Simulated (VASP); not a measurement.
# GaAs (F-43m) in VASP: single point with PBE

Aim: the single point of GaAs with PBE.

Program: VASP 6.6.1. These are calculated values, not measurements. Logs are shortened: lines on timing, memory, paths and dates and some standing lists are left out, and cuts for length are marked.

## Step 1: The cell of the first run

Symmetry: F-43m, No. 216, cubic system. Conventional cell: a = 5.728 Å, b = 5.728 Å, c = 5.728 Å, α = 90.00°, β = 90.00°, γ = 90.00°. Ga (site symmetry -43m) has 4 As at 2.48 Å within 3.3 Å. Within 3.3 Å of As (site symmetry -43m) lie 4 Ga at 2.48 Å.

## Step 2: Single point, PBE

Input file INCAR:

```
PREC     = Accurate       # precision mode
ENCUT    = 500            # plane-wave cutoff, eV
EDIFF    = 1E-6           # SCF threshold, eV
ISMEAR   = 0              # smearing method
SIGMA    = 0.01           # smearing width, eV
LREAL    = False          # projectors in reciprocal space
LASPH    = True           # aspherical terms in the spheres
NELM     = 120            # most SCF steps
ALGO     = Normal         # electronic algorithm
ISIF     = 2              # what is computed and relaxed
LWAVE    = False          # write WAVECAR
LCHARG   = False          # write CHGCAR
GGA      = PE             # functional
NBANDS   = 16             # bands
GGA_COMPAT= False
```

Input file KPOINTS:

```
Automatic mesh
0
Gamma
  8 8 8
```

Input file POSCAR:

```
GaAs
1.0
    0.0000000000      2.8641866666      2.8641866666
    2.8641866666      0.0000000000      2.8641866666
    2.8641866666      2.8641866666      0.0000000000
Ga As
1 1
Direct
    0.0000000000      0.0000000000      0.0000000000
    0.2500000000      0.2500000000      0.2500000000
```

Potentials or basis: VASP PAW PBE potentials, release 64 (Ga_d, As).

Run with:

```console
$ cat potpaw_PBE.64/Ga_d/POTCAR potpaw_PBE.64/As/POTCAR > POTCAR
$ mpirun -np 1 vasp_std > vasp.out
```

OUTCAR:

```text
PREC = Accurate
   ENCUT = 500
   EDIFF = 1E-6
   ISMEAR = 0
   LREAL = False
   LASPH = True
   NELM = 120
   ISIF = 2
   GGA = PE

 ion  position               nearest neighbor table
   1  0.000  0.000  0.000-   2 2.48   2 2.48   2 2.48   2 2.48
   2  0.250  0.250  0.250-   1 2.48   1 2.48   1 2.48   1 2.48

  LATTYP: Found a face centered cubic cell.
 ALAT       =     5.7283733332

  Lattice vectors:

 A1 = (   0.0000000000,   2.8641866666,   2.8641866666)
 A2 = (   2.8641866666,   0.0000000000,   2.8641866666)
 A3 = (   2.8641866666,   2.8641866666,   0.0000000000)

Analysis of symmetry for initial positions (statically):
=====================================================================
 Subroutine PRICEL returns:
 Original cell was already a primitive cell.

 Routine SETGRP: Setting up the symmetry group for a
 face centered cubic supercell.

 Subroutine GETGRP returns: Found 24 space group operations
 (whereof 24 operations were pure point group operations)
 out of a pool of 48 trial point group operations.

The static configuration has the point symmetry T_d .

Analysis of symmetry for dynamics (positions and initial velocities):
=====================================================================
 Subroutine PRICEL returns:
 Original cell was already a primitive cell.

 Routine SETGRP: Setting up the symmetry group for a
 face centered cubic supercell.

 Subroutine GETGRP returns: Found 24 space group operations
 (whereof 24 operations were pure point group operations)
 out of a pool of 48 trial point group operations.

The dynamic configuration has the point symmetry T_d .

 Subroutine INISYM returns: Found 24 space group operations
 (whereof 24 operations are pure point group operations),
 and found     1 'primitive' translations

----------------------------------------------------------------------------------------

                                     Primitive cell

  volume of cell :      46.9931

  direct lattice vectors                    reciprocal lattice vectors
     0.000000000  2.864186667  2.864186667    -0.174569628  0.174569628  0.174569628
     2.864186667  0.000000000  2.864186667     0.174569628 -0.174569628  0.174569628
     2.864186667  2.864186667  0.000000000     0.174569628  0.174569628 -0.174569628

  length of vectors
     4.050571629  4.050571629  4.050571629     0.302363465  0.302363465  0.302363465

  position of ions in fractional coordinates (direct lattice)
     0.000000000  0.000000000  0.000000000
     0.250000000  0.250000000  0.250000000

  ion indices of the primitive-cell ions
   primitive index   ion index
                 1           1
                 2           2

----------------------------------------------------------------------------------------

 KPOINTS: Automatic mesh

Automatic generation of k-mesh.
 Grid dimensions read from file:
 generate k-points for:    8    8    8

 Generating k-lattice:

  Cartesian coordinates                     Fractional coordinates (reciprocal lattice)
    -0.021821203  0.021821203  0.021821203     0.125000000  0.000000000  0.000000000
     0.021821203 -0.021821203  0.021821203     0.000000000  0.125000000  0.000000000
     0.021821203  0.021821203 -0.021821203     0.000000000  0.000000000  0.125000000

  Length of vectors
     0.037795433  0.037795433  0.037795433

  Shift w.r.t. Gamma in fractional coordinates (k-lattice)
     0.000000000  0.000000000  0.000000000

 Subroutine IBZKPT returns following result:
 ===========================================

 Found     29 irreducible k-points:

 Following reciprocal coordinates:
            Coordinates               Weight
  0.000000  0.000000  0.000000      1.000000
  0.125000  0.000000  0.000000      8.000000
  0.250000  0.000000  0.000000      8.000000
  0.375000  0.000000  0.000000      8.000000
  0.500000  0.000000  0.000000      4.000000
  0.125000  0.125000  0.000000      6.000000
[... 16 lines left out ...]
  0.500000  0.250000  0.125000     48.000000
 -0.375000  0.250000  0.125000     24.000000
 [... further k-points ...]
   k-points           NKPTS =     29   k-points in BZ     NKDIM =     29   number of bands    NBANDS=     16
   number of dos      NEDOS =    301   number of ions     NIONS =      2
   total plane-waves  NPLWV =  27000
   dimension x,y,z NGX =    30 NGY =   30 NGZ =   30
   dimension x,y,z NGXF=    60 NGYF=   60 NGZF=   60
   ions per type =               1   1
   NGX,Y,Z   is equivalent  to a cutoff of  12.31, 12.31, 12.31 a.u.
   NGXF,Y,Z  is equivalent  to a cutoff of  24.63, 24.63, 24.63 a.u.
 SYSTEM =  unknown system
   PREC   = accura    normal or accurate (medium, high low for compatibility)
   ISTART =      0    job   : 0-new  1-cont  2-samecut
   ICHARG =      2    charge: 1-file 2-atom 10-const
   ISPIN  =      1    spin polarized calculation?
   LNONCOLLINEAR =      F non collinear calculations
   LSORBIT =      F    spin-orbit coupling
   LASPH  =      T    aspherical Exc in radial PAW
   ENCUT  =  500.0 eV  36.75 Ry    6.06 a.u.   7.39  7.39  7.39*2*pi/ulx,y,z
   NELM   =    120;   NELMIN=  2; NELMDL= -5     # of ELM steps
   EDIFF  = 0.1E-05   stopping-criterion for ELM
   LREAL  =      F    real-space projection
[... 7 lines left out ...]
   TEBEG  =    0.0;   TEEND  =   0.0 temperature during run
   PSTRESS=    0.0 pullay stress
   NELECT =      18.0000    total number of electrons
   NUPDOWN=      -1.0000    fix difference up-down
   EMIN   =  10.00;   EMAX   =-10.00  energy-range for DOS
   EFERMI =   0.00;   METHOD = LEGACY
   ISMEAR =     0;   SIGMA  =   0.01  broadening in eV -4-tet -1-fermi 0-gaus
   EFERMI_NEDOS =   21; number of points for ismear=-14 and -15
   IALGO  =     38    algorithm
   IMIX   =      4    mixing-type and parameters
     AMIX     =   0.40;   BMIX     =  1.00
     AMIX_MAG =   1.60;   BMIX_MAG =  1.00
  volume/ion in A,a.u.               =      23.50       158.56
  Fermi-wavevector in a.u.,A,eV,Ry     =   1.188925  2.246742 19.232406  1.413542
  Thomas-Fermi vector in A             =   2.325043
   LORBIT       =      0    0 simple, 1 ext, 2 COOP (PROOUT), +10 PAW based schemes
   GGA     = PE    functional components
   LHFCALC =     F    Hartree Fock is set to
   AEXX    =    0.0000 exact exchange contribution
   IVDW    =     0    specifies the selected vdW correction
   LEPSILON=     F    determine dielectric tensor
   LRPA    =     F    only Hartree local field effects (RPA)
 non-spin polarized calculation
 Gauss-broadening in eV      SIGMA  =   0.01
  energy-cutoff  :      500.00
  volume of cell :       46.99
 maximum number of plane-waves:      1243
 NGX is ok and might be reduce to    30
   NGX = 15   NGY = 15   NGZ = 15

 number of electron      17.9999984 magnetization

 Free energy of the ion-electron system (eV)
  ---------------------------------------------------
  ext. energy  EPLUGINS =         0.00000000
  ---------------------------------------------------
  free energy    TOTEN  =        -8.27002264 eV

  energy without entropy =       -8.27002264  energy(sigma->0) =       -8.27002264

 E-fermi :   3.6353     XC(G=0):  -9.4114

 val. band max:        3.5709926717   @ k =   0.0000   0.0000   0.0000
 cond. band min:       3.7982492328   @ k =   0.0000   0.0000   0.0000
 fundamental gap:      0.2272565611
 Fermi energy:         3.6353413603

 k-point     1 :       0.0000    0.0000    0.0000
  band No.  band energies     occupation
      1     -11.1723      2.00000
      2     -11.1723      2.00000
      3     -11.1723      2.00000
      4     -11.1024      2.00000
      5     -11.1024      2.00000
      6      -8.8790      2.00000
[... 8 lines left out ...]
     15      13.5954      0.00000
     16      13.5954      0.00000

 k-point     2 :       0.1250    0.0000    0.0000
  band No.  band energies     occupation
      1     -11.1834      2.00000
      2     -11.1692      2.00000
      3     -11.1692      2.00000
      4     -11.1025      2.00000
      5     -11.1025      2.00000
      6      -8.7069      2.00000
[... 8 lines left out ...]
     15      12.7798      0.00000
     16      12.7798      0.00000

 k-point     3 :       0.2500    0.0000    0.0000
  band No.  band energies     occupation
      1     -11.2081      2.00000
      2     -11.1625      2.00000
      3     -11.1625      2.00000
      4     -11.1021      2.00000
      5     -11.1021      2.00000
      6      -8.2270      2.00000
[... 8 lines left out ...]
     15      12.5385      0.00000
     16      12.5385      0.00000

 k-point     4 :       0.3750    0.0000    0.0000
  band No.  band energies     occupation
      1     -11.2307      2.00000
      2     -11.1571      2.00000
      3     -11.1571      2.00000
      4     -11.1003      2.00000
      5     -11.1003      2.00000
      6      -7.5900      2.00000
[... 8 lines left out ...]
     15      13.6445      0.00000
     16      13.6445      0.00000

 k-point     5 :       0.5000    0.0000    0.0000
  band No.  band energies     occupation
      1     -11.2396      2.00000
      2     -11.1553      2.00000
      3     -11.1553      2.00000
      4     -11.0990      2.00000
      5     -11.0990      2.00000
      6      -7.2333      2.00000
[... 8 lines left out ...]
     15      15.2463      0.00000
     16      15.2463      0.00000

 k-point     6 :       0.1250    0.1250    0.0000
  band No.  band energies     occupation
      1     -11.1900      2.00000
      2     -11.1663      2.00000
      3     -11.1663      2.00000
      4     -11.1049      2.00000
      5     -11.1008      2.00000
      6      -8.6495      2.00000
[... 8 lines left out ...]
     15      12.3035      0.00000
     16      13.8423      0.00000
[... 267 lines left out ...]
 k-point    21 :       0.5000    0.5000    0.0000
  band No.  band energies     occupation
      1     -11.2687      2.00000
      2     -11.1296      2.00000
      3     -11.1296      2.00000
      4     -11.1240      2.00000
      5     -11.0911      2.00000
      6      -6.5439      2.00000
[... 8 lines left out ...]
     15      16.4793      0.00000
     16      16.7194      0.00000

 k-point    22 :       0.3750    0.2500    0.1250
  band No.  band energies     occupation
      1     -11.2277      2.00000
      2     -11.1545      2.00000
      3     -11.1520      2.00000
      4     -11.1091      2.00000
      5     -11.0979      2.00000
      6      -7.8225      2.00000
[... 8 lines left out ...]
     15      14.3299      0.00000
     16      14.7628      0.00000

 k-point    23 :       0.5000    0.2500    0.1250
  band No.  band energies     occupation
      1     -11.2421      2.00000
      2     -11.1513      2.00000
      3     -11.1462      2.00000
      4     -11.1080      2.00000
      5     -11.0981      2.00000
      6      -7.2353      2.00000
[... 8 lines left out ...]
     15      14.2112      0.00000
     16      15.6470      0.00000

 k-point    24 :      -0.3750    0.2500    0.1250
  band No.  band energies     occupation
      1     -11.2475      2.00000
      2     -11.1506      2.00000
      3     -11.1440      2.00000
      4     -11.1060      2.00000
      5     -11.0992      2.00000
      6      -6.9132      2.00000
[... 8 lines left out ...]
     15      15.0495      0.00000
     16      15.4781      0.00000

 [... further k-points ...]

------------------------ aborting loop because EDIFF is reached ----------------------------------------

  FORCE on cell =-STRESS in cart. coord.  units (eV):
  Direction    XX          YY          ZZ          XY          YZ          ZX
  --------------------------------------------------------------------------------------
  -------------------------------------------------------------------------------------
  Total        0.1976111      0.1976111      0.1976111      0.0000000      0.0000000     -0.0000000
  in kB        6.7373323      6.7373323      6.7373323      0.0000000      0.0000000     -0.0000000
  external PRESSURE =       6.7373323 kB  Pullay stress =       0.0000000 kB

 VOLUME and BASIS-vectors are now :
 -----------------------------------------------------------------------------
  energy-cutoff  :      500.00
  volume of cell :       46.99
      direct lattice vectors                 reciprocal lattice vectors
     0.000000000  2.864186667  2.864186667    -0.174569628  0.174569628  0.174569628
     2.864186667  0.000000000  2.864186667     0.174569628 -0.174569628  0.174569628
     2.864186667  2.864186667  0.000000000     0.174569628  0.174569628 -0.174569628

 POSITION                                       TOTAL-FORCE (eV/Angst)
 -----------------------------------------------------------------------------------
      0.00000      0.00000      0.00000         0.000000      0.000000      0.000000
      1.43209      1.43209      1.43209        -0.000000     -0.000000     -0.000000
 -----------------------------------------------------------------------------------
    total drift:                                0.000000      0.000000      0.000000

  FREE ENERGIE OF THE ION-ELECTRON SYSTEM (eV)
  ---------------------------------------------------
  free  energy   TOTEN  =        -8.2700226386 eV

  energy  without entropy=       -8.2700226386  energy(sigma->0) =       -8.27002264
```

Wall time 19 s (1 thread of AMD EPYC 7R13, shared host); peak memory 0.15 GiB.

What came out:

```
Free energy            : -8.2700 eV
Pressure               : 0.7 GPa
Band gap on the k mesh : 0.23 eV, direct
```
